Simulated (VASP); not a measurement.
**Y: single point with PBE+D3(BJ)**

Y:

```
Y
1.0
     0.00000    2.49505    2.49505
     2.49505    0.00000    2.49505
     2.49505    2.49505    0.00000
Y
1
Direct
  0.00000 0.00000 0.00000
```

```
Program                : VASP 6.6.1
Task                   : single point
Functional             : PBE
Dispersion             : D3(BJ)
Potentials or basis    : VASP PAW PBE potentials, release 64 (Y_sv)
Cutoff                 : 520 eV
k mesh                 : 9 × 9 × 9
Occupations            : fermi-dirac, width 0.05 eV
Spin                   : no spin polarisation
Dipole correction      : no
Further INCAR settings : ALGO = Fast; EDIFF = 1e-07; NBANDS = 12
```

```
Pressure                   : -0.1 GPa
Dispersion energy per atom : -0.355 eV
```

Levels at points of the mesh, in eV from the Fermi level:
| k point | band 1 | band 2 | band 3 | band 4 | band 5 | band 6 | band 7 | band 8 | band 9 | band 10 |
| --- | --- | --- | --- | --- | --- | --- | --- | --- | --- | --- |
| (0.00, 0.00, 0.00) | -42.61 | -22.27 | -22.27 | -22.27 | -4.86 | 1.80 | 1.80 | 1.80 | 3.92 | 3.92 |

It took 19 s on 1 thread of Intel(R) Xeon(R) Platinum 8375C CPU @ 2.90GHz (Ice Lake) (shared host), peak memory 0.18 GiB.

Caveat: pairwise dispersion overbinds metals, which lowers pressure and volume.
